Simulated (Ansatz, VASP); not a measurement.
## One calculation of PbSe, two programs

Contents of POSCAR:

```
PbSe
1.0
    0.0000000000      2.6750344201      4.0125516301
    2.6750344201      0.0000000000      4.0125516301
    2.6750344201      2.6750344201      0.0000000000
Pb Se
1 1
Direct
    0.0000000000      0.0000000000      0.0000000000
    0.5000000000      0.5000000000      0.5000000000
```

File INCAR.step1:

```
SYSTEM = PbSe
ALGO = Normal
EDIFF = 1E-4
ENCUT = 520
GGA = PE
ISMEAR = 0
LASPH = .True.
LCHARG = .False.
LREAL = .False.
LWAVE = .True.
NBANDS = 17
NELM = 80
PREC = Accurate
SIGMA = 0.05
```

File INCAR.step2:

```
SYSTEM = PbSe
ALGO = Normal
EDIFF = 1E-7
ENCUT = 520
ISIF = 2
ISMEAR = 0
ISTART = 1
LASPH = .True.
LCHARG = .False.
LMIXTAU = .True.
LREAL = .False.
LWAVE = .False.
METAGGA = R2SCAN
NBANDS = 17
NELM = 80
PREC = Accurate
SIGMA = 0.05
```

The input KPOINTS:

```
k-points
0
Gamma
  10 10 10
  0 0 0
```

Input for Ansatz:

```yaml
crystal:
  lattice:
    - [0.0, 2.6750344201, 4.0125516301]
    - [2.6750344201, 0.0, 4.0125516301]
    - [2.6750344201, 2.6750344201, 0.0]
  atoms:
    - { symbol: Pb, position: [0.0, 0.0, 0.0] }
    - { symbol: Se, position: [0.5, 0.5, 0.5] }
basis:
  ecutwfc: 500
kpoints:
  mp_grid: { grid: [10, 10, 10] }
hamiltonian:
  xc: r2scan
scf:
  occupations: { method: gaussian, width: 0.05 }
output:
  forces: true
  stress: true
  eigenvalues: true
```

Alike in both runs: task single point; functional r2SCAN; k mesh 10 × 10 × 10; occupations gaussian, width 0.05 eV; no spin polarisation.

```csv
,VASP,Ansatz
version,VASP 6.6.1,Ansatz 0.2.0
potentials or method,"VASP PAW PBE potentials, release 64 (Pb_d, Se), cutoff 520 eV","scalar-relativistic, plane waves, PAW"
valence electrons in the cell,20,30
```

VASP gave:

```
gap on the k mesh at the Fermi level (eV)                     : none
pressure (GPa)                                                : 19.3
traceless stress, the component that is largest in VASP (GPa) : -22.62
```

**Question.** What did Ansatz give for the same quantities?

**Answer.** gap on the k mesh at the Fermi level (eV): none; pressure (GPa): 19.3; traceless stress, the component that is largest in VASP (GPa): -22.54.

VASP's potentials were made for PBE, not for r2SCAN. A gap of «none» marks a metal or a gap that the smearing closes. The functional is the same, so the differences come from potentials, cutoffs and numerics. VASP's potentials hold 20 valence electrons a cell and Ansatz's 30, so a difference there can come from the potentials and not from the codes.

Neither program's run includes spin-orbit coupling.
